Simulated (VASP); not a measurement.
Input of a VASP 6.6.1 run:

Contents of INCAR:

```
SYSTEM = Rh
ALGO = Fast ; EDIFF = 1E-6
ENCUT = 520 ; GGA = PE
ISIF = 2 ; ISMEAR = 0
LASPH = .TRUE. ; LCHARG = .FALSE.
LREAL = .FALSE. ; LWAVE = .FALSE.
NBANDS = 22 ; NELM = 100
PREC = Accurate ; SIGMA = 0.15
```

The input KPOINTS:

```
k-points
0
G
  21 21 12
  0 0 0
```

Contents of POSCAR:

```
Rh
1.0
    2.8646706892      0.0000000000      0.0000000000
   -1.4323353446      2.4808775903      0.0000000000
    0.0000000000      0.0000000000      4.0864527382
Rh
2
Direct
    0.6666666667      0.3333333333      0.7500000000
    0.3333333333      0.6666666667      0.2500000000
```

Potentials or basis: VASP PAW PBE potentials, release 64 (Rh_pv).

Launch:

```bash
$ cat potpaw_PBE.64/Rh_pv/POTCAR > POTCAR
$ mpirun -np 1 vasp_std > vasp.out
```

Predict the band gap on the k mesh.

zero (bands 15 and 16 overlap by 1.70 eV).

Predict the pressure.

-2.7 GPa.

Stress tensor (GPa, compression positive):
```
-10.59   0.00   0.00
  0.00 -10.59   0.00
  0.00   0.00  13.20
```
